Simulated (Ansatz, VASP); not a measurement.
## HfO2 in VASP and in Ansatz

File POSCAR:

```
HfO2
1.0
    4.8135330000      0.0000000000      0.0000000000
    0.0000000000      4.8135330000      0.0000000000
    0.0000000000      0.0000000000      3.2054150000
Hf O
2 4
Direct
    0.0000000000      0.0000000000      0.0000000000
    0.5000000000      0.5000000000      0.5000000000
    0.1949550000      0.8050450000      0.5000000000
    0.3050450000      0.3050450000      0.0000000000
    0.6949550000      0.6949550000      0.0000000000
    0.8050450000      0.1949550000      0.5000000000
```

INCAR.step1

```
SYSTEM = HfO2
PREC = Accurate
ENCUT = 520
ISMEAR = -1
SIGMA = 0.02
LREAL = .FALSE.
LASPH = .TRUE.
NELM = 80
NBANDS = 31
GGA = PE
ALGO = Normal
EDIFF = 1E-4
LWAVE = .TRUE.
LCHARG = .FALSE.
```

INCAR.step2

```
SYSTEM = HfO2
PREC = Accurate
ENCUT = 520
EDIFF = 1E-6
ISMEAR = -1
SIGMA = 0.02
LREAL = .FALSE.
LASPH = .TRUE.
NELM = 80
ALGO = Normal
ISIF = 2
LWAVE = .FALSE.
LCHARG = .FALSE.
METAGGA = R2SCAN
LMIXTAU = .TRUE.
NBANDS = 31
ISTART = 1
```

KPOINTS

```
Automatic mesh
0
G
  6 6 8
  0 0 0
```

Input for Ansatz:

```yaml
crystal:
  lattice:
    - [4.813533, 0.0, 0.0]
    - [0.0, 4.813533, 0.0]
    - [0.0, 0.0, 3.205415]
  atoms:
    - { symbol: Hf, position: [0.0, 0.0, 0.0] }
    - { symbol: Hf, position: [0.5, 0.5, 0.5] }
    - { symbol: O, position: [0.194955, 0.805045, 0.5] }
    - { symbol: O, position: [0.305045, 0.305045, 0.0] }
    - { symbol: O, position: [0.694955, 0.694955, 0.0] }
    - { symbol: O, position: [0.805045, 0.194955, 0.5] }
kpoints:
  mp_grid:
    grid: [6, 6, 8]
hamiltonian:
  xc: r2scan
scf:
  n_extra_bands: 18
  occupations:
    method: fermi_dirac
    width: 0.02
output:
  dos:
    de: 0.05
    projected: true
```

Alike in both runs: task single point; functional r2SCAN; k mesh 6 × 6 × 8; occupations fermi-dirac, width 0.02 eV; no spin polarisation.

|  | VASP | Ansatz |
| --- | --- | --- |
| version | VASP 6.6.1 | Ansatz 0.2.0 |
| potentials or method | VASP PAW PBE potentials, release 64 (Hf_pv, O) | plane waves, PAW |
| plane-wave cutoff (eV) | 520 | 500 |
| valence electrons in the cell | 44 | 76 |

Ansatz gave:

* gap on the k mesh at the Fermi level (eV): 4.59

**Question.** What did VASP give for the same quantities?

**Answer.** gap on the k mesh at the Fermi level (eV): 4.53.

VASP's potentials were made for PBE, not for r2SCAN. VASP's potentials hold 44 valence electrons a cell and Ansatz's 76, so a difference there can come from the potentials and not from the codes.

Neither program's run includes spin-orbit coupling.
